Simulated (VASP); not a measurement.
# AlN (Pm) in VASP: notebook

Runs on AlN. Level: LDA. Tasks: single point.

Everything below comes from runs of VASP 6.6.1. Logs are shortened: lines on timing, memory, paths and dates and some standing lists are left out, and cuts for length are marked.

## (1) The cell of the first run

The structure is monoclinic, space group Pm (No. 6). The conventional cell has a = 3.276 Å, b = 4.101 Å, c = 5.674 Å, α = 90.00°, β = 90.00°, γ = 90.00°. Al (site symmetry m) has 2 N at 1.50 to 1.97 Å within 2.0 Å. Al (site symmetry m) has 5 N at 1.89 to 2.05 Å within 2.5 Å. Al (site symmetry m) has 5 N at 1.89 to 2.05 Å within 2.5 Å. Al (site symmetry m) has 5 N at 1.89 to 2.05 Å and 2 Al at 2.54 Å within 2.6 Å. Within 2.5 Å of N (site symmetry m) lie 5 Al at 1.89 to 2.10 Å. N (site symmetry m) has 5 Al at 1.89 to 2.05 Å within 2.5 Å. N (site symmetry m) has 5 Al at 1.89 to 2.28 Å within 2.5 Å. N (site symmetry m) has 5 Al at 1.50 to 2.05 Å within 2.1 Å.

## (2) Single point, LDA (atom 1 (Al) moved by -0.248 Å along [1 0 0] and -0.372 Å along [1 2 0])

INCAR

```
ALGO = Normal
EDIFF = 1E-6
ENCUT = 520
GGA = CA
ISIF = 2
ISMEAR = 0
LASPH = True
LCHARG = False
LREAL = False
LWAVE = False
NBANDS = 26
NELM = 100
PREC = Accurate
SIGMA = 0.05
```

KPOINTS

```
k-points
0
Gamma
  8 6 4
```

POSCAR

```
AlN
1.0
   -1.6378403119      2.8368226349      0.0000000000
    0.0000000000      0.0000000000      4.1006264518
    4.9135209358      2.8368226349      0.0000000000
Al N
4 4
Direct
    0.4395052592      0.7500000000      0.0960287820
    1.0000000000      0.7500000000      0.6666666667
    0.0000000000      0.2500000000      0.3333333333
    0.5000000000      0.2500000000      0.8333333333
    0.5000000000      0.2500000000      0.1666666667
    1.0000000000      0.2500000000      0.6666666667
    0.0000000000      0.7500000000      0.3333333333
    0.5000000000      0.7500000000      0.8333333333
```

Potentials or basis: VASP PAW LDA potentials, release 64 (Al, N).

The run is started by

```console
$ cat potpaw_LDA.64/Al/POTCAR potpaw_LDA.64/N/POTCAR > POTCAR
$ mpirun -np 1 vasp_std > vasp.out
```

OUTCAR:

```text
EDIFF = 1E-6
   ENCUT = 520
   GGA = CA
   ISIF = 2
   ISMEAR = 0
   LASPH = True
   LREAL = False
   NELM = 100
   PREC = Accurate

 ion  position               nearest neighbor table
   1  0.440  0.750  0.096-   8 1.50   7 1.97   5 2.10   5 2.10   7 2.28   4 2.54   4 2.54   2 2.83
                             3 2.84   3 2.84   2 3.05   3 3.06   3 3.06
   2  0.000  0.750  0.667-   8 1.89   8 1.89   7 1.89   6 2.05   6 2.05   4 2.79   4 2.79   4 2.79
                             4 2.79   3 2.79   3 2.79   1 2.83   1 3.05
   3  0.000  0.250  0.333-   5 1.89   5 1.89   6 1.89   7 2.05   7 2.05   2 2.79   2 2.79   1 2.84
                             1 2.84   1 3.06   1 3.06   4 3.28   4 3.28   4 3.28   4 3.28
   4  0.500  0.250  0.833-   6 1.89   6 1.89   5 1.89   8 2.05   8 2.05   1 2.54   1 2.54   2 2.79
                             2 2.79   2 2.79   2 2.79   3 3.28   3 3.28   3 3.28   3 3.28
   5  0.500  0.250  0.167-   3 1.89   3 1.89   4 1.89   1 2.10   1 2.10
   6  0.000  0.250  0.667-   4 1.89   4 1.89   3 1.89   2 2.05   2 2.05
   7  0.000  0.750  0.333-   2 1.89   1 1.97   3 2.05   3 2.05   1 2.28
   8  0.500  0.750  0.833-   1 1.50   2 1.89   2 1.89   4 2.05   4 2.05

  LATTYP: Found a simple orthorhombic cell.
 ALAT       =     3.2756806238
 B/A-ratio  =     1.2518395176
 C/A-ratio  =     1.7320508076

  Lattice vectors:

 A1 = (  -1.6378403119,   2.8368226349,   0.0000000000)
 A2 = (   0.0000000000,   0.0000000000,   4.1006264518)
 A3 = (   4.9135209358,   2.8368226349,   0.0000000000)

Analysis of symmetry for initial positions (statically):
=====================================================================
 Subroutine PRICEL returns:
 Original cell was already a primitive cell.

 Routine SETGRP: Setting up the symmetry group for a
 simple orthorhombic supercell.

 Subroutine GETGRP returns: Found  2 space group operations
 (whereof  1 operations were pure point group operations)
 out of a pool of  8 trial point group operations.

The static configuration has the point symmetry C_1 .
 The point group associated with its full space group is C_1h.

Analysis of symmetry for dynamics (positions and initial velocities):
=====================================================================
 Subroutine PRICEL returns:
 Original cell was already a primitive cell.

 Routine SETGRP: Setting up the symmetry group for a
 simple orthorhombic supercell.

[... 116 lines left out ...]
   NELM   =    100;   NELMIN=  2; NELMDL= -5     # of ELM steps
   EDIFF  = 0.1E-05   stopping-criterion for ELM
   LREAL  =      F    real-space projection
   EDIFFG = 0.1E-04   stopping-criterion for IOM
   NSW    =      0    number of steps for IOM
   IBRION =     -1    ionic relax: 0-MD 1-quasi-New 2-CG
   NFREE  =      0    steps in history (QN), initial steepest desc. (CG)
   ISIF   =      2    stress and relaxation
   ISYM   =      2    0-nonsym 1-usesym 2-fastsym
   POTIM  = 0.5000    time-step for ionic-motion
   TEBEG  =    0.0;   TEEND  =   0.0 temperature during run
   PSTRESS=    0.0 pullay stress
   NELECT =      32.0000    total number of electrons
   NUPDOWN=      -1.0000    fix difference up-down
   EMIN   =  10.00;   EMAX   =-10.00  energy-range for DOS
   EFERMI =   0.00;   METHOD = LEGACY
   ISMEAR =     0;   SIGMA  =   0.05  broadening in eV -4-tet -1-fermi 0-gaus
   EFERMI_NEDOS =   21; number of points for ismear=-14 and -15
   IALGO  =     38    algorithm
   IMIX   =      4    mixing-type and parameters
     AMIX     =   0.40;   BMIX     =  1.00
     AMIX_MAG =   1.60;   BMIX_MAG =  1.00
  volume/ion in A,a.u.               =       9.53        64.29
  Fermi-wavevector in a.u.,A,eV,Ry     =   1.225896  2.316607 20.447110  1.502820
  Thomas-Fermi vector in A             =   2.360917
   LORBIT       =      0    0 simple, 1 ext, 2 COOP (PROOUT), +10 PAW based schemes
   GGA     = CA    functional components
   LHFCALC =     F    Hartree Fock is set to
   AEXX    =    0.0000 exact exchange contribution
   IVDW    =     0    specifies the selected vdW correction
   LEPSILON=     F    determine dielectric tensor
   LRPA    =     F    only Hartree local field effects (RPA)
 non-spin polarized calculation
 Gauss-broadening in eV      SIGMA  =   0.05
  energy-cutoff  :      520.00
  volume of cell :       76.21
 maximum number of plane-waves:      2088
   NGX = 13   NGY = 15   NGZ = 21

 number of electron      32.0000003 magnetization

 Free energy of the ion-electron system (eV)
  ---------------------------------------------------
  ext. energy  EPLUGINS =         0.00000000
  ---------------------------------------------------
  free energy    TOTEN  =       -62.04652221 eV

  energy without entropy =      -62.04652221  energy(sigma->0) =      -62.04652221

 E-fermi :   8.4137     XC(G=0): -11.6691

 val. band max:        8.1998382700   @ k =   0.0000   0.0000   0.0000
 cond. band min:      10.8398491916   @ k =   0.0000   0.0000   0.0000
 fundamental gap:      2.6400109215
 Fermi energy:         8.4136806037

 k-point     1 :       0.0000    0.0000    0.0000
  band No.  band energies     occupation
      1      -9.2944      2.00000
      2      -6.6098      2.00000
      3      -6.1255      2.00000
      4      -4.2787      2.00000
      5       0.6016      2.00000
      6       1.4862      2.00000
[... 685 lines left out ...]
     25      18.0407      0.00000
     26      18.0938      0.00000

 [... further k-points ...]
[... 5 lines left out ...]
  --------------------------------------------------------------------------------------
  -------------------------------------------------------------------------------------
  Total       14.8730634      1.5011991      0.5509311      6.3328674      0.0000000      0.0000000
  in kB      312.6778177     31.5598510     11.5822764    133.1364689      0.0000000      0.0000000
  external PRESSURE =     118.6066483 kB  Pullay stress =       0.0000000 kB

 VOLUME and BASIS-vectors are now :
 -----------------------------------------------------------------------------
  energy-cutoff  :      520.00
  volume of cell :       76.21
      direct lattice vectors                 reciprocal lattice vectors
    -1.637840312  2.836822635  0.000000000    -0.152640033  0.264380293  0.000000000
     0.000000000  0.000000000  4.100626452     0.000000000  0.000000000  0.243865178
     4.913520936  2.836822635  0.000000000     0.152640033  0.088126764  0.000000000

 POSITION                                       TOTAL-FORCE (eV/Angst)
 -----------------------------------------------------------------------------------
     -0.24800      1.51922      3.07547        15.501943      8.491067      0.000000
      3.27568      1.89122      3.07547        -1.997873     -1.320793      0.000000
      1.63784      0.94561      1.02516        -0.251692     -0.438455      0.000000
      3.27568      3.78243      1.02516        -0.531017      0.018478      0.000000
      0.00000      1.89122      1.02516        -1.450429     -1.421106      0.000000
      3.27568      1.89122      1.02516         0.867270      0.470938      0.000000
      1.63784      0.94561      3.07547        -0.961683     -0.775215      0.000000
      3.27568      3.78243      3.07547       -11.176519     -5.024915      0.000000
 -----------------------------------------------------------------------------------
    total drift:                               -0.000462     -0.000375     -0.000000

  FREE ENERGIE OF THE ION-ELECTRON SYSTEM (eV)
  ---------------------------------------------------
  free  energy   TOTEN  =       -62.0465222107 eV

  energy  without entropy=      -62.0465222107  energy(sigma->0) =      -62.04652221
```

Wall time 39 s (1 thread of Intel Xeon 6975P-C (Granite Rapids), shared host); peak memory 0.22 GiB.

What came out:

* Free energy: -62.0465 eV
* Pressure: 11.9 GPa
* Largest force: 17.675 eV/Å
* Band gap on the k mesh: 2.64 eV

Forces on the atoms (eV/Å):
```
Al   15.502   8.491   0.000
Al   -1.998  -1.321   0.000
Al   -0.252  -0.438   0.000
Al   -0.531   0.018   0.000
N    -1.450  -1.421   0.000
N     0.867   0.471   0.000
N    -0.962  -0.775   0.000
N   -11.177  -5.025   0.000
```

Caveat: the cell differs from its parent crystal (atom 1 (Al) moved by -0.248 Å along [1 0 0] and -0.372 Å along [1 2 0]); the cell stands under pressure; forces of over 1 eV/Å act on the atoms, so gaps and moduli don't describe the material at rest. A k mesh can miss the band edges.

## (3) Single point, LDA (atom 1 (Al) moved by -0.124 Å along [1 0 0] and +0.248 Å along [1 2 0])

INCAR

```
SYSTEM = AlN
PREC     = Accurate       ! precision mode
ENCUT    = 520            ! plane-wave cutoff, eV
EDIFF    = 1E-6           ! SCF threshold, eV
ISMEAR   = 0              ! smearing method
SIGMA    = 0.05           ! smearing width, eV
LREAL    = .FALSE.        ! projectors in reciprocal space
LASPH    = .TRUE.         ! aspherical terms in the spheres
NELM     = 60             ! most SCF steps
ALGO     = Normal         ! electronic algorithm
ISIF     = 2              ! what is computed and relaxed
LWAVE    = .FALSE.        ! write WAVECAR
LCHARG   = .FALSE.        ! write CHGCAR
NBANDS   = 26             ! bands
```

KPOINTS

```
regular mesh
0
G
  8 6 4
  0 0 0
```

POSCAR, as its differences from that of step 2:

```diff
@@ -8,3 +8,3 @@
 Direct
-    0.4395052592      0.7500000000      0.0960287820
+    0.5844936769      0.7500000000      0.1695947401
     1.0000000000      0.7500000000      0.6666666667
```

Potentials or basis: VASP PAW LDA potentials, release 64 (Al, N).

The run is started by

```console
$ cat potpaw_LDA.64/Al/POTCAR potpaw_LDA.64/N/POTCAR > POTCAR
$ mpirun -np 1 vasp_std > vasp.out
```

Wall time 39 s (1 thread of Intel Xeon 6975P-C (Granite Rapids), shared host); peak memory 0.22 GiB.

It converged, with:

| Item | Value |
| --- | --- |
| Free energy | -64.1586 eV |
| Pressure | 4.5 GPa |
| Largest force | 6.876 eV/Å |
| Band gap on the k mesh | 3.55 eV |

Forces in eV/Å, atoms in the order of the input:
```
Al   0.703 -6.840  0.000
Al  -0.064  0.108  0.000
Al  -0.206  0.643  0.000
Al   0.137 -0.126  0.000
N   -0.250  0.591  0.000
N   -0.080 -0.009  0.000
N   -0.269  5.151  0.000
N    0.029  0.483  0.000
```

Stress tensor (GPa, compression positive):
```
-2.53  2.67  0.00
 2.67 15.33  0.00
 0.00  0.00  0.60
```

Levels at points of the mesh, in eV from the valence-band top:
| k point | band 14 | band 15 | band 16 | band 17 | band 18 | band 19 |
| --- | --- | --- | --- | --- | --- | --- |
| (0.00, 0.00, 0.00) | -1.50 | -1.38 | 0.00 | 3.55 | 3.77 | 4.55 |
| (0.50, 0.00, 0.00) | -2.61 | -2.21 | -2.07 | 5.49 | 5.66 | 5.81 |
| (0.00, 0.50, 0.00) | -2.22 | -1.82 | -1.76 | 5.10 | 5.10 | 5.79 |
| (0.50, 0.50, 0.00) | -1.06 | -0.97 | -0.94 | 5.82 | 6.12 | 6.20 |
| (0.00, 0.00, 0.50) | -1.36 | -1.22 | -1.10 | 4.67 | 4.82 | 6.23 |
| (0.50, 0.00, 0.50) | -2.85 | -1.55 | -1.24 | 3.80 | 3.89 | 7.12 |
| (0.00, 0.50, 0.50) | -1.92 | -1.85 | -1.79 | 5.28 | 5.31 | 5.46 |
| (0.50, 0.50, 0.50) | -1.77 | -1.72 | -1.68 | 4.97 | 5.06 | 5.21 |

Caveat: the cell differs from its parent crystal (atom 1 (Al) moved by -0.124 Å along [1 0 0] and +0.248 Å along [1 2 0]); the cell stands under pressure; forces of over 1 eV/Å act on the atoms, so gaps and moduli don't describe the material at rest. A k mesh can miss the band edges.
